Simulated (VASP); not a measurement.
# Al3GaN4 (P-43m) in VASP: a series of runs

Al3GaN4 is run at these levels: LDA; tasks: single point, relaxation of the atoms.

Program: VASP 6.6.1. These are calculated values, not measurements. Logs are shortened: lines on timing, memory, paths and dates and some standing lists are left out, and cuts for length are marked.

## Step 1: The cell of the first run

Symmetry: P-43m, No. 215, cubic system. Conventional cell: a = 4.399 Å, b = 4.399 Å, c = 4.399 Å, α = 90.00°, β = 90.00°, γ = 90.00°. Al (site symmetry -42m) has 4 N at 1.89 Å within 2.5 Å. Ga (site symmetry -43m) has 4 N at 1.94 Å within 2.6 Å. Within 2.5 Å of N (site symmetry 3m) lie 3 Al at 1.89 Å and 1 Ga at 1.94 Å.

## Step 2: Single point, LDA (10.64 Å³/atom)

File INCAR:

```
ALGO     = Normal         # electronic algorithm
EDIFF    = 1E-6           # SCF threshold, eV
ENCUT    = 520            # plane-wave cutoff, eV
ISIF     = 2              # what is computed and relaxed
ISMEAR   = 0              # smearing method
LASPH    = True           # aspherical terms in the spheres
LCHARG   = False          # write CHGCAR
LREAL    = False          # projectors in reciprocal space
LWAVE    = False          # write WAVECAR
NBANDS   = 31             # bands
NELM     = 100            # most SCF steps
PREC     = Accurate       # precision mode
SIGMA    = 0.01           # smearing width, eV
```

File KPOINTS:

```
k-points
0
Gamma
  6 6 6
```

File POSCAR:

```
Al3GaN4
1.0
    4.3991667772      0.0000000000      0.0000000000
    0.0000000000      4.3991667772      0.0000000000
    0.0000000000      0.0000000000      4.3991667772
Al Ga N
3 1 4
Direct
    0.5000000000      0.5000000000      0.0000000000
    0.5000000000      0.0000000000      0.5000000000
    0.0000000000      0.5000000000      0.5000000000
    0.0000000000      0.0000000000      0.0000000000
    0.7449207588      0.7449207588      0.2550792412
    0.7449207588      0.2550792412      0.7449207588
    0.2550792412      0.7449207588      0.7449207588
    0.2550792412      0.2550792412      0.2550792412
```

Potentials or basis: VASP PAW LDA potentials, release 64 (Al, Ga_d, N).

The run is started by

```
$ cat potpaw_LDA.64/Al/POTCAR potpaw_LDA.64/Ga_d/POTCAR potpaw_LDA.64/N/POTCAR > POTCAR
$ mpirun -np 1 vasp_std > vasp.out
```

OUTCAR:

```text
EDIFF = 1E-6
   ENCUT = 520
   ISIF = 2
   ISMEAR = 0
   LASPH = True
   LREAL = False
   NELM = 100
   PREC = Accurate

 ion  position               nearest neighbor table
   1  0.500  0.500  0.000-   5 1.89   6 1.89   7 1.89   8 1.89   3 3.11   4 3.11   2 3.11   2 3.11
                             3 3.11   2 3.11   4 3.11   2 3.11   3 3.11   4 3.11   3 3.11   4 3.11
   2  0.500  0.000  0.500-   5 1.89   6 1.89   7 1.89   8 1.89   3 3.11   4 3.11   1 3.11   1 3.11
                             4 3.11   1 3.11   3 3.11   1 3.11   3 3.11   4 3.11   4 3.11   3 3.11
   3  0.000  0.500  0.500-   5 1.89   6 1.89   7 1.89   8 1.89   2 3.11   4 3.11   1 3.11   1 3.11
                             4 3.11   2 3.11   4 3.11   4 3.11   1 3.11   2 3.11   1 3.11   2 3.11
   4  0.000  0.000  0.000-   5 1.94   6 1.94   7 1.94   8 1.94   2 3.11   3 3.11   1 3.11   2 3.11
                             3 3.11   1 3.11   3 3.11   3 3.11   1 3.11   2 3.11   2 3.11   1 3.11
   5  0.745  0.745  0.255-   1 1.89   2 1.89   3 1.89   4 1.94
   6  0.745  0.255  0.745-   1 1.89   2 1.89   3 1.89   4 1.94
   7  0.255  0.745  0.745-   1 1.89   2 1.89   3 1.89   4 1.94
   8  0.255  0.255  0.255-   1 1.89   2 1.89   3 1.89   4 1.94

  LATTYP: Found a simple cubic cell.
 ALAT       =     4.3991667772

  Lattice vectors:

 A1 = (   4.3991667772,   0.0000000000,   0.0000000000)
 A2 = (   0.0000000000,   4.3991667772,   0.0000000000)
 A3 = (   0.0000000000,   0.0000000000,   4.3991667772)

Analysis of symmetry for initial positions (statically):
=====================================================================
 Subroutine PRICEL returns:
 Original cell was already a primitive cell.

 Routine SETGRP: Setting up the symmetry group for a
 simple cubic supercell.

 Subroutine GETGRP returns: Found 24 space group operations
 (whereof 24 operations were pure point group operations)
 out of a pool of 48 trial point group operations.

The static configuration has the point symmetry T_d .

Analysis of symmetry for dynamics (positions and initial velocities):
=====================================================================
 Subroutine PRICEL returns:
 Original cell was already a primitive cell.

 Routine SETGRP: Setting up the symmetry group for a
 simple cubic supercell.

 Subroutine GETGRP returns: Found 24 space group operations
 (whereof 24 operations were pure point group operations)
 out of a pool of 48 trial point group operations.

The dynamic configuration has the point symmetry T_d .

 Subroutine INISYM returns: Found 24 space group operations
 (whereof 24 operations are pure point group operations),
[... 111 lines left out ...]
   POTIM  = 0.5000    time-step for ionic-motion
   TEBEG  =    0.0;   TEEND  =   0.0 temperature during run
   PSTRESS=    0.0 pullay stress
   NELECT =      42.0000    total number of electrons
   NUPDOWN=      -1.0000    fix difference up-down
   EMIN   =  10.00;   EMAX   =-10.00  energy-range for DOS
   EFERMI =   0.00;   METHOD = LEGACY
   ISMEAR =     0;   SIGMA  =   0.01  broadening in eV -4-tet -1-fermi 0-gaus
   EFERMI_NEDOS =   21; number of points for ismear=-14 and -15
   IALGO  =     38    algorithm
   IMIX   =      4    mixing-type and parameters
     AMIX     =   0.40;   BMIX     =  1.00
     AMIX_MAG =   1.60;   BMIX_MAG =  1.00
  volume/ion in A,a.u.               =      10.64        71.82
  Fermi-wavevector in a.u.,A,eV,Ry     =   1.293563  2.444479 22.766691  1.673305
  Thomas-Fermi vector in A             =   2.425200
   LORBIT       =      0    0 simple, 1 ext, 2 COOP (PROOUT), +10 PAW based schemes
   GGA     = CA    functional components
   LHFCALC =     F    Hartree Fock is set to
   AEXX    =    0.0000 exact exchange contribution
   IVDW    =     0    specifies the selected vdW correction
   LEPSILON=     F    determine dielectric tensor
   LRPA    =     F    only Hartree local field effects (RPA)
 non-spin polarized calculation
 Gauss-broadening in eV      SIGMA  =   0.01
  energy-cutoff  :      520.00
  volume of cell :       85.14
 maximum number of plane-waves:      2320
 NGX is ok and might be reduce to    36
   NGX = 17   NGY = 17   NGZ = 17

 number of electron      41.9999982 magnetization

 Free energy of the ion-electron system (eV)
  ---------------------------------------------------
  ext. energy  EPLUGINS =         0.00000000
  ---------------------------------------------------
  free energy    TOTEN  =       -63.05532655 eV

  energy without entropy =      -63.05532655  energy(sigma->0) =      -63.05532655

 E-fermi :   5.5636     XC(G=0): -11.5097

 val. band max:        5.5175169137   @ k =   0.0000   0.0000   0.0000
 cond. band min:       8.8652089525   @ k =   0.0000   0.0000   0.0000
 fundamental gap:      3.3476920388
 Fermi energy:         5.5636236549

 k-point     1 :       0.0000    0.0000    0.0000
  band No.  band energies     occupation
      1      -9.5437      2.00000
      2      -7.9221      2.00000
      3      -7.9221      2.00000
      4      -7.9221      2.00000
      5      -7.2528      2.00000
      6      -7.2528      2.00000
[... 669 lines left out ...]
     30      16.1265      0.00000
     31      16.1627      0.00000

------------------------ aborting loop because EDIFF is reached ----------------------------------------

  FORCE on cell =-STRESS in cart. coord.  units (eV):
  Direction    XX          YY          ZZ          XY          YZ          ZX
  --------------------------------------------------------------------------------------
  -------------------------------------------------------------------------------------
  Total       -1.7476350     -1.7476350     -1.7476350     -0.0000000     -0.0000000     -0.0000000
  in kB      -32.8889512    -32.8889512    -32.8889512     -0.0000000     -0.0000000     -0.0000000
  external PRESSURE =     -32.8889512 kB  Pullay stress =       0.0000000 kB

 VOLUME and BASIS-vectors are now :
 -----------------------------------------------------------------------------
  energy-cutoff  :      520.00
  volume of cell :       85.14
      direct lattice vectors                 reciprocal lattice vectors
     4.399166777  0.000000000  0.000000000     0.227315774  0.000000000  0.000000000
     0.000000000  4.399166777  0.000000000     0.000000000  0.227315774  0.000000000
     0.000000000  0.000000000  4.399166777     0.000000000  0.000000000  0.227315774

 POSITION                                       TOTAL-FORCE (eV/Angst)
 -----------------------------------------------------------------------------------
      2.19958      2.19958      0.00000        -0.000000      0.000000     -0.000000
      2.19958      0.00000      2.19958        -0.000000      0.000000     -0.000000
      0.00000      2.19958      2.19958        -0.000000      0.000000     -0.000000
      0.00000      0.00000      0.00000        -0.000000      0.000000     -0.000000
      3.27703      3.27703      1.12214        -0.014010     -0.014010      0.014010
      3.27703      1.12214      3.27703        -0.014010      0.014010     -0.014010
      1.12214      3.27703      3.27703         0.014010     -0.014010     -0.014010
      1.12214      1.12214      1.12214         0.014010      0.014010      0.014010
 -----------------------------------------------------------------------------------
    total drift:                                0.000000      0.000000      0.000000

  FREE ENERGIE OF THE ION-ELECTRON SYSTEM (eV)
  ---------------------------------------------------
  free  energy   TOTEN  =       -63.0553265546 eV

  energy  without entropy=      -63.0553265546  energy(sigma->0) =      -63.05532655
```

It took 42 s on 1 thread of Intel Xeon Platinum 8375C at 2.90GHz (Ice Lake), shared host; peak memory 0.19 GiB.

Results:

- Free energy: -63.0553 eV
- Pressure: -3.3 GPa
- Largest force: 0.024 eV/Å
- Band gap on the k mesh: 3.35 eV

Forces on the atoms (eV/Å):
```
Al   0.000  0.000  0.000
Al   0.000  0.000  0.000
Al   0.000  0.000  0.000
Ga   0.000  0.000  0.000
N   -0.014 -0.014  0.014
N   -0.014  0.014 -0.014
N    0.014 -0.014 -0.014
N    0.014  0.014  0.014
```

Caveat: the cell stands under tension. A k mesh can miss the band edges.

## Step 3: Relaxation of the atoms, LDA (10.22 Å³/atom)

This run uses another cell than the first one, of 10.22 Å³/atom.

File INCAR:

```
  PREC = Accurate
  ENCUT = 520
  EDIFF = 1E-7
  ISMEAR = 0
  SIGMA = 0.01
  LREAL = F
  LASPH = T
  NELM = 80
  ALGO = Normal
  ISIF = 2
  LWAVE = F
  LCHARG = F
  IBRION = 2
  NSW = 80
  EDIFFG = -0.001
```

File KPOINTS:

```
Automatic mesh
0
Gamma
  6 6 6
```

File POSCAR:

```
Al3GaN4
1.0
    4.3408928061      0.0000000000      0.0000000000
    0.0000000000      4.3408928061      0.0000000000
    0.0000000000      0.0000000000      4.3408928061
Al Ga N
3 1 4
Direct
    0.5000000000      0.5000000000      0.0000000000
    0.5000000000      0.0000000000      0.5000000000
    0.0000000000      0.5000000000      0.5000000000
    0.0000000000      0.0000000000      0.0000000000
    0.7448945398      0.7448945398      0.2551054602
    0.7448945398      0.2551054602      0.7448945398
    0.2551054602      0.7448945398      0.7448945398
    0.2551054602      0.2551054602      0.2551054602
```

Potentials or basis: VASP PAW LDA potentials, release 64 (Al, Ga_d, N).

The run is started by

```
$ cat potpaw_LDA.64/Al/POTCAR potpaw_LDA.64/Ga_d/POTCAR potpaw_LDA.64/N/POTCAR > POTCAR
$ mpirun -np 1 vasp_std > vasp.out
```

Wall time 37 s (1 thread of Intel Xeon Platinum 8375C at 2.90GHz (Ice Lake), shared host); peak memory 0.18 GiB.

It converged, with:

| Property | Result |
| --- | --- |
| Free energy | -63.0364 eV |
| Energy gained by relaxing | 0.0 meV/atom |
| Ionic steps | 3 |
| Pressure after relaxing | 5.2 GPa |
| Band gap on the k mesh | 3.38 eV |

Final structure:
```
Al Ga N
1.0
     4.34089    0.00000    0.00000
     0.00000    4.34089    0.00000
     0.00000    0.00000    4.34089
Al Ga N
3 1 4
Direct
  0.50000 0.50000 0.00000
  0.50000 0.00000 0.50000
  0.00000 0.50000 0.50000
  0.00000 0.00000 0.00000
  0.74474 0.74474 0.25526
  0.74474 0.25526 0.74474
  0.25526 0.74474 0.74474
  0.25526 0.25526 0.25526
```

Levels at points of the mesh, in eV from the valence-band top:
```csv
k point,band 17,band 18,band 19,band 20,band 21,band 22,band 23,band 24,band 25,band 26
"(0.00, 0.00, 0.00)",-2.05,-2.05,0.00,0.00,0.00,3.38,3.38,3.38,3.89,7.12
"(0.50, 0.00, 0.00)",-2.64,-1.27,-1.27,-0.97,-0.97,5.77,5.82,6.17,6.17,8.77
"(0.50, 0.50, 0.00)",-2.65,-0.86,-0.56,-0.56,-0.56,7.63,7.65,7.65,7.90,8.16
"(0.50, 0.50, 0.50)",-0.60,-0.60,-0.39,-0.39,-0.39,5.83,7.28,7.28,7.28,9.62
```

A k mesh can miss the band edges.
